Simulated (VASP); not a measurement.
A run of VASP 6.6.1:

Contents of INCAR:

```
ALGO     = Normal         # electronic algorithm
EDIFF    = 1E-6           # SCF threshold, eV
EDIFFG   = -0.005         # ionic threshold
ENCUT    = 600            # plane-wave cutoff, eV
GGA      = PE             # functional
IBRION   = 2              # ionic algorithm
ISIF     = 3              # what is computed and relaxed
ISMEAR   = -1             # smearing method
LASPH    = T              # aspherical terms in the spheres
LCHARG   = F              # write CHGCAR
LREAL    = F              # projectors in reciprocal space
LWAVE    = F              # write WAVECAR
NELM     = 80             # most SCF steps
NSW      = 80             # ionic steps
PREC     = Accurate       # precision mode
SIGMA    = 0.02           # smearing width, eV
```

Contents of KPOINTS:

```
k-points
0
Gamma
  6 6 4
```

The input POSCAR:

```
CdS
1.0
    3.9353502208      0.0000000000      0.0000000000
   -1.9676751104      3.4081132640      0.0000000000
    0.0000000000      0.0000000000      6.4264269105
Cd S
2 2
Direct
    0.3333333333      0.6666666667      0.0000000000
    0.6666666667      0.3333333333      0.5000000000
    0.3333333333      0.6666666667      0.3750000000
    0.6666666667      0.3333333333      0.8750000000
```

Potentials or basis: VASP PAW PBE potentials, release 64 (Cd, S).

Launch:

```sh
$ cat potpaw_PBE.64/Cd/POTCAR potpaw_PBE.64/S/POTCAR > POTCAR
$ mpirun -np 1 vasp_std > vasp.out
```

Hardware: 1 thread of AMD EPYC 7R13 (shared host).

Question: How long does it take, and how much memory?

Answer: Run time: 7.6 min on 1 thread of AMD EPYC 7R13, on a shared host, peak memory 0.22 GiB. Counts: scf iterations 79, k points 21, ion steps 12.
